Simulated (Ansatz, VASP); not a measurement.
**SiB3W: VASP beside Ansatz**

```
CELL_PARAMETERS angstrom
3.74086 0.00000 0.00000
0.00000 3.74086 0.00000
0.00000 0.00000 3.74086
ATOMIC_POSITIONS crystal
Si 0.50000 0.50000 0.50000
B 0.00000 0.50000 0.50000
B 0.50000 0.00000 0.50000
B 0.50000 0.50000 0.00000
W 0.00000 0.00000 0.00000
```

Change from the starting cell: species swapped into the ScRh3C type (Pm-3m, No. 221).

Alike in both runs: task single point; functional PBE; k mesh 4 × 4 × 4; occupations gaussian, width 0.1 eV; no spin polarisation.

```csv
,VASP,Ansatz
version,VASP 6.6.1,Ansatz 0.2.0
potentials or method,"VASP PAW PBE potentials, release 64 (Si, B, W_sv), cutoff 500 eV","scalar-relativistic, plane waves, PAW"
valence electrons in the cell,27,27
```

|  | VASP | Ansatz | Ansatz less VASP |
| --- | --- | --- | --- |
| gap on the k mesh at the Fermi level (eV) | none | none | - |
| pressure (GPa) | 12.8 | 12.8 | +0.03 |

A gap of «none» marks a metal or a gap that the smearing closes.

The k mesh is coarse, so the values compare programs but aren't converged. Spin-orbit coupling is off throughout.
